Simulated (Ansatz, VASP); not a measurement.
Two plane-wave programs on CsBr

```
Cs Br
1.0
     4.40432    0.00000    0.00000
     0.00000    4.40432    0.00000
     0.00000    0.00000    4.40432
Cs Br
1 1
Direct
  0.00000 0.00000 0.00000
  0.50000 0.50000 0.50000
```

Alike in both runs: task single point; functional r2SCAN; k mesh 6 × 6 × 6; no spin polarisation.

|  | VASP | Ansatz |
| --- | --- | --- |
| version | VASP 6.6.1 | Ansatz 0.2.0 |
| potentials or method | VASP PAW PBE potentials, release 64 (Cs_sv, Br) | plane waves, PAW |
| plane-wave cutoff (eV) | 550 | 500 |
| occupations | gaussian, width 0.01 eV | fixed |
| valence electrons in the cell | 16 | 16 |

```csv
,VASP,Ansatz,Ansatz less VASP
gap on the k mesh at the Fermi level (eV),4.94,4.96,+0.014
pressure (GPa),-0.7,-0.7,-0.03
```

VASP's potentials were made for PBE, not for r2SCAN.

Neither program's run includes spin-orbit coupling.
